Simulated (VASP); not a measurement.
# Hf2ClO4 in VASP: further runs

The runs below take Hf2ClO4 through single point, with PBE+D3(BJ).

Program: VASP 6.6.1. These are calculated values, not measurements. Logs are shortened: lines on timing, memory, paths and dates and some standing lists are left out, and cuts for length are marked.

### Step 1. The cell of the first run

The cell holds a slab with vacuum, 7 atoms: a = 3.587 Å, b = 3.587 Å, c = 21.461 Å, α = 90.00°, β = 90.00°, γ = 120.00°.

### Step 2. Single point, PBE+D3(BJ), collinear spin

The input, INCAR:

```
SYSTEM = Hf2ClO4
PREC = Accurate ; ENCUT = 520
EDIFF = 1E-6 ; ISMEAR = 0
SIGMA = 0.05 ; LREAL = .False.
LASPH = .True. ; NELM = 200
ALGO = Normal ; ISIF = 2
LWAVE = .False. ; LCHARG = .False.
ISPIN = 2 ; MAGMOM = 0 0 0 0 0 0 1
LORBIT = 11 ; LMAXMIX = 4
LDIPOL = .True. ; IDIPOL = 3
DIPOL = 0.5 0.5 0.320 ; GGA = PE
IVDW = 12 ; NBANDS = 38
GGA_COMPAT = .False. ; NELMDL = -8
```

The input, KPOINTS:

```
Automatic mesh
0
Gamma
  9 9 1
  0 0 0
```

The input, POSCAR:

```
Hf2ClO4
1.0
    3.5874453701      0.0000000000      0.0000000000
   -1.7937226850      3.1068188252      0.0000000000
    0.0000000000      0.0000000000     21.4612281329
O Hf Cl
4 2 1
Direct
    0.0000000000      0.0000000000      0.1863826234
    0.3333333333      0.6666666667      0.2546251504
    0.6666666667      0.3333333333      0.3182215794
    0.0000000000      0.0000000000      0.3895969085
    0.6666666667      0.3333333333      0.2205038869
    0.3333333333      0.6666666667      0.3527665830
    0.6666666667      0.3333333333      0.5200647448
```

Potentials or basis: VASP PAW PBE potentials, release 64 (O, Hf_pv, Cl).

Command:

```console
$ cat potpaw_PBE.64/O/POTCAR potpaw_PBE.64/Hf_pv/POTCAR potpaw_PBE.64/Cl/POTCAR > POTCAR
$ mpirun -np 1 vasp_std > vasp.out
```

OUTCAR:

```text
SYSTEM = Hf2ClO4
   PREC = Accurate
   ENCUT = 520
   EDIFF = 1E-6
   ISMEAR = 0
   LREAL = .False.
   LASPH = .True.
   NELM = 200
   ISIF = 2
   ISPIN = 2
   LORBIT = 11
   GGA = PE
   IVDW = 12
   NELMDL = -8
 IVDW          = 12

 ion  position               nearest neighbor table
   1  0.000  0.000  0.186-   5 2.20   5 2.20   5 2.20
   2  0.333  0.667  0.255-   6 2.11   5 2.20   5 2.20   5 2.20
   3  0.667  0.333  0.318-   5 2.10   6 2.20   6 2.20   6 2.20
   4  0.000  0.000  0.390-   6 2.22   6 2.22   6 2.22
   5  0.667  0.333  0.221-   3 2.10   1 2.20   2 2.20   2 2.20   1 2.20   1 2.20   2 2.20   6 3.51
                             6 3.51   6 3.51
   6  0.333  0.667  0.353-   2 2.11   3 2.20   3 2.20   3 2.20   4 2.22   4 2.22   4 2.22   5 3.51
                             5 3.51   5 3.51
   7  0.667  0.333  0.520-

  LATTYP: Found a hexagonal cell.
 ALAT       =     3.5874453701
 C/A-ratio  =     5.9823149676

  Lattice vectors:

 A1 = (   3.5874453701,   0.0000000000,   0.0000000000)
 A2 = (  -1.7937226850,   3.1068188252,   0.0000000000)
 A3 = (   0.0000000000,   0.0000000000,  21.4612281329)

Analysis of symmetry for initial positions (statically):
=====================================================================
 Subroutine PRICEL returns:
 Original cell was already a primitive cell.

 Routine SETGRP: Setting up the symmetry group for a
 hexagonal supercell.

 Subroutine GETGRP returns: Found  6 space group operations
 (whereof  6 operations were pure point group operations)
 out of a pool of 24 trial point group operations.

The static configuration has the point symmetry C_3v.

Analysis of symmetry for dynamics (positions and initial velocities):
=====================================================================
 Subroutine PRICEL returns:
 Original cell was already a primitive cell.

 Routine SETGRP: Setting up the symmetry group for a
 hexagonal supercell.

 Subroutine GETGRP returns: Found  6 space group operations
 (whereof  6 operations were pure point group operations)
 out of a pool of 24 trial point group operations.

The dynamic configuration has the point symmetry C_3v.

Analysis of structural, dynamic, and magnetic symmetry:
=====================================================================
 Subroutine PRICEL returns:
 Original cell was already a primitive cell.

 Routine SETGRP: Setting up the symmetry group for a
 hexagonal supercell.

 Subroutine GETGRP returns: Found  6 space group operations
 (whereof  6 operations were pure point group operations)
 out of a pool of 24 trial point group operations.

The overall configuration has the point symmetry C_3v.

 Subroutine INISYM returns: Found  6 space group operations
[... 145 lines left out ...]
  energy without entropy =      -60.08046398  energy(sigma->0) =      -60.08243343

 E-fermi :  -3.2729     XC(G=0):  -4.9627

 val. band max:       -3.3069538873   @ k =   0.3333   0.0000   0.0000
 cond. band min:      -3.2507458033   @ k =   0.2222   0.2222   0.0000
 fundamental gap:      0.0562080840
 Fermi energy:        -3.2729372149

 spin component 1

 k-point     1 :       0.0000    0.0000    0.0000
  band No.  band energies     occupation
      1     -33.4553      1.00000
      2     -33.1649      1.00000
      3     -33.0064      1.00000
      4     -33.0064      1.00000
      5     -32.9437      1.00000
      6     -32.9437      1.00000
[... 469 lines left out ...]
     36       4.4333      0.00000
     37       6.8993      0.00000
 Fermi energy:        -3.2729372149

 spin component 2

 k-point     1 :       0.0000    0.0000    0.0000
  band No.  band energies     occupation
      1     -33.4561      1.00000
      2     -33.1667      1.00000
      3     -33.0070      1.00000
      4     -33.0070      1.00000
      5     -32.9461      1.00000
      6     -32.9461      1.00000
[... 469 lines left out ...]
     36       4.4381      0.00000
     37       6.9000      0.00000
 [bands above 37 left out]

------------------------ aborting loop because EDIFF is reached ----------------------------------------

 vacuum level on the upper side and lower side of the slab       (xc-potential included)         0.761        -1.209

 Edisp (eV)   -1.09476

 E8    (eV) :    -0.4791

  FORCE on cell =-STRESS in cart. coord.  units (eV):
  Direction    XX          YY          ZZ          XY          YZ          ZX
  --------------------------------------------------------------------------------------
  -------------------------------------------------------------------------------------
  Total      -8.67291    -8.67291    -0.84234    -0.00000     0.00000     0.00000
  in kB     -58.09245   -58.09245    -5.64214    -0.00000     0.00000     0.00000
  external pressure =      -40.61 kB  Pullay stress =        0.00 kB

 VOLUME and BASIS-vectors are now :
 -----------------------------------------------------------------------------
  energy-cutoff  :      520.00
  volume of cell :      239.20
      direct lattice vectors                 reciprocal lattice vectors
     3.587445370  0.000000000  0.000000000     0.278749889  0.160936324  0.000000000
    -1.793722685  3.106818825  0.000000000     0.000000000  0.321872647  0.000000000
     0.000000000  0.000000000 21.461228133     0.000000000  0.000000000  0.046595656

 POSITION                                       TOTAL-FORCE (eV/Angst)
 -----------------------------------------------------------------------------------
      0.00000      0.00000      4.00000         0.000000     -0.000000     -0.505095
     -0.00000      2.07121      5.46457         0.000000     -0.000000      0.207441
      1.79372      1.03561      6.82943        -0.000000      0.000000     -0.109937
      0.00000      0.00000      8.36123         0.000000     -0.000000     -0.525590
      1.79372      1.03561      4.73228         0.000000     -0.000000      0.559942
     -0.00000      2.07121      7.57080         0.000000     -0.000000      0.421945
      1.79372      1.03561     11.16123         0.000000      0.000000     -0.048706
 -----------------------------------------------------------------------------------
    total drift:                               -0.000000     -0.000000     -0.001948

  FREE ENERGIE OF THE ION-ELECTRON SYSTEM (eV)
  ---------------------------------------------------
  free  energy   TOTEN  =       -61.1791586047 eV

  energy  without entropy=      -61.1752196963  energy(sigma->0) =      -61.17718915

 vacuum level on the upper side and lower side of the slab         4.712         2.704

 total charge

# of ion       s       p       d       tot
------------------------------------------
    1        1.556   3.468   0.000   5.024
    2        1.564   3.561   0.000   5.125
    3        1.564   3.556   0.000   5.120
    4        1.560   3.442   0.000   5.001
    5        0.294   6.527   1.362   8.183
    6        0.288   6.511   1.336   8.135
    7        1.625   3.279   0.000   4.904
--------------------------------------------------
tot          8.451  30.345   2.698  41.493

 magnetization (x)

# of ion       s       p       d       tot
------------------------------------------
    1        0.000   0.003   0.000   0.004
    2        0.000   0.005   0.000   0.005
    3        0.000   0.014   0.000   0.015
    4        0.001   0.048   0.000   0.049
    5       -0.000  -0.000  -0.001  -0.001
    6       -0.001  -0.000  -0.004  -0.004
    7        0.015   0.695   0.000   0.710
--------------------------------------------------
tot          0.016   0.766  -0.004   0.777
```

OSZICAR:

```text
N       E                     dE             d eps       ncg     rms          rms(c)
DAV:   1     0.373995898618E+03    0.37400E+03   -0.25198E+04  2032   0.114E+03
DAV:   2    -0.335402862914E+02   -0.40754E+03   -0.39377E+03  2424   0.295E+02
DAV:   3    -0.718556995720E+02   -0.38315E+02   -0.37960E+02  2216   0.867E+01
[... 24 lines left out ...]
DAV:  28    -0.600843903094E+02   -0.13965E-04   -0.68456E-07  1672   0.364E-03    0.122E-03
DAV:  29    -0.600843970719E+02   -0.67625E-05   -0.30270E-07  1568   0.178E-03    0.100E-03
DAV:  30    -0.600844008764E+02   -0.38044E-05   -0.21094E-07  1530   0.137E-03    0.429E-04
DAV:  31    -0.600844021263E+02   -0.12499E-05   -0.53732E-08  1600   0.757E-04    0.338E-04
DAV:  32    -0.600844028867E+02   -0.76039E-06   -0.22865E-08  1546   0.417E-04
   1 F= -.61179159E+02 E0= -.61177189E+02  d E =-.393891E-02  mag=     1.0000
```

Run time: 12 min. Hardware: 1 thread of Oxide Virtual Turin-like, shared host; peak memory 0.5 GiB.

What came out:

| Quantity | Value |
| --- | --- |
| Free energy | -61.1792 eV |
| Largest force | 0.560 eV/Å |
| Band gap on the k mesh | zero (filled and empty bands overlap) |
| Net moment | 1.00 μB per cell |
| Site moments | O +0.00, +0.01, +0.05 (each value once); Hf -0.00; Cl +0.71 μB |
| Valence electrons inside the program's atomic spheres | O 5.02, 5.12, 5.00 (each value once); Hf 8.18, 8.13; Cl 4.90 |
| Dispersion energy per atom | -0.156 eV |

Forces on the atoms (eV/Å):
```
O    0.000  0.000 -0.505
O    0.000  0.000  0.207
O    0.000  0.000 -0.110
O    0.000  0.000 -0.526
Hf   0.000  0.000  0.560
Hf   0.000  0.000  0.422
Cl   0.000  0.000 -0.049
```

Caveat: spin-orbit coupling is left out, which moves the levels of the heavy elements.

### Step 3. Single point, PBE+D3(BJ), collinear spin

The input, INCAR:

```
SYSTEM = Hf2ClO4
PREC = Accurate ; ENCUT = 520
EDIFF = 1E-6 ; ISMEAR = 0
SIGMA = 0.05 ; LREAL = .FALSE.
LASPH = .TRUE. ; NELM = 200
ALGO = Normal ; ISIF = 2
LWAVE = .FALSE. ; LCHARG = .TRUE.
ISPIN = 2 ; MAGMOM = 0 0 0 0 0 0 1
LORBIT = 11 ; LMAXMIX = 4
LDIPOL = .TRUE. ; IDIPOL = 3
DIPOL = 0.5 0.5 0.320 ; GGA = PE
IVDW = 12 ; LELF = .TRUE.
LVHAR = .TRUE. ; LVACPOTAV = .TRUE.
NBANDS = 38 ; GGA_COMPAT = .FALSE.
NELMDL = -8
```

The input, KPOINTS:

```
regular mesh
0
G
  9 9 1
  0 0 0
```

Changes to POSCAR since step 2:

```diff
@@ -14,2 +14,2 @@
     0.3333333333      0.6666666667      0.3527665830
-    0.6666666667      0.3333333333      0.5200647448
+    0.3333333333      0.6666666667      0.5200647448
```

Potentials or basis: VASP PAW PBE potentials, release 64 (O, Hf_pv, Cl).

Command:

```console
$ cat potpaw_PBE.64/O/POTCAR potpaw_PBE.64/Hf_pv/POTCAR potpaw_PBE.64/Cl/POTCAR > POTCAR
$ mpirun -np 1 vasp_std > vasp.out
```

Wall time 13 min (1 thread of Oxide Virtual Turin-like, shared host); peak memory 0.51 GiB.

It converged, with:

| Property | Result |
| --- | --- |
| Free energy | -61.2397 eV |
| Largest force | 0.655 eV/Å |
| Band gap on the k mesh | zero (filled and empty bands overlap) |
| Net moment | 1.00 μB per cell |
| Site moments | O +0.00, +0.01, +0.02, +0.06; Hf -0.00, -0.01; Cl +0.70 μB |
| Valence electrons inside the program's atomic spheres | O 5.02, 5.12, 5.00 (each value once); Hf 8.18, 8.13; Cl 4.91 |
| Dispersion energy per atom | -0.156 eV |

Forces on the atoms (eV/Å):
```
O    0.000  0.000 -0.508
O    0.000  0.000  0.186
O    0.000  0.000 -0.117
O    0.000  0.000 -0.572
Hf   0.000  0.000  0.554
Hf   0.000  0.000  0.655
Cl   0.000  0.000 -0.198
```

Levels at points of the mesh, in eV from the Fermi level:
Spin up:
```tsv
k point	band 23	band 24	band 25	band 26	band 27	band 28	band 29	band 30
(0.00, 0.00, 0.00)	-0.63	-0.63	-0.53	-0.53	4.22	4.22	4.65	4.68
```
Spin down:
```csv
k point,band 23,band 24,band 25,band 26,band 27,band 28
"(0.00, 0.00, 0.00)",-0.58,-0.39,0.64,0.64,4.22,4.22
```

Caveat: spin-orbit coupling is left out, which moves the levels of the heavy elements.

The gap in the log of VASP goes by the Fermi energy; the results here count the filled bands.